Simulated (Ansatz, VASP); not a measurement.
**One calculation of I, two programs**

INCAR

```
SYSTEM = I
PREC = Accurate ; ENCUT = 520
EDIFF = 1E-6 ; ISMEAR = -1
SIGMA = 0.08 ; LREAL = .False.
LASPH = .True. ; NELM = 100
ALGO = Normal ; ISIF = 2
LWAVE = .False. ; LCHARG = .True.
GGA = PE ; LELF = .True.
LVHAR = .True. ; NBANDS = 14
```

KPOINTS

```
Automatic mesh
0
Gamma
  12 12 7
  0 0 0
```

Contents of POSCAR:

```
I
1.0
    3.5661611187      0.0000000000      0.0000000000
   -1.7830805593      3.0883861228      0.0000000000
    0.0000000000      0.0000000000      4.9219372801
I
2
Direct
    0.3333333333      0.6666666667      0.2500000000
    0.6666666667      0.3333333333      0.7500000000
```

Input for Ansatz:

```yaml
crystal:
  lattice:
    - [3.5661611187, 0.0, 0.0]
    - [-1.7830805593, 3.0883861228, 0.0]
    - [0.0, 0.0, 4.9219372801]
  atoms:
    - { symbol: I, position: [0.3333333333, 0.6666666667, 0.25] }
    - { symbol: I, position: [0.6666666667, 0.3333333333, 0.75] }
kpoints:
  mp_grid: { grid: [12, 12, 7] }
  band_path:
    path:
      - [0.0, 0.0, 0.0]
      - [0.5, 0.0, 0.0]
      - [0.3333333333, 0.3333333333, 0.0]
      - [0.0, 0.0, 0.0]
      - [0.0, 0.0, 0.5]
      - [0.5, 0.0, 0.5]
      - [0.3333333333, 0.3333333333, 0.5]
      - [0.0, 0.0, 0.5]
      - [0.5, 0.0, 0.5]
    npoints: 8
scf:
  occupations: { method: fermi_dirac, width: 0.08 }
hamiltonian:
  xc: pbe
  pseudopotentials: { kind: all_electron, lapw: { basis_error: 0.001 } }
output:
  forces: true
  stress: true
  eigenvalues: true
  populations: true
  dos: { projected: true, de: 0.2, e_range: [-14, 8] }
```

Change from the starting cell: volume scaled by 0.7, LAPW.

Alike in both runs: task single point; functional PBE; k mesh 12 × 12 × 7; occupations fermi-dirac, width 0.08 eV; no spin polarisation.

|  | VASP | Ansatz |
| --- | --- | --- |
| version | VASP 6.6.1 | Ansatz 0.2.0 |
| potentials or method | VASP PAW PBE potentials, release 64 (I), cutoff 520 eV | all-electron LAPW, scalar-relativistic |

Ansatz gave:

| Property | Result |
| --- | --- |
| pressure (GPa) | 14.8 |
| traceless stress, the component that is largest in VASP (GPa) | 0.14 |

Task: Estimate VASP's values.

Result: Pressure (GPa): 14.7; traceless stress, the component that is largest in VASP (GPa): 0.12.

Ansatz ran all-electron here, and VASP with PAW potentials.

Spin-orbit coupling is off throughout.
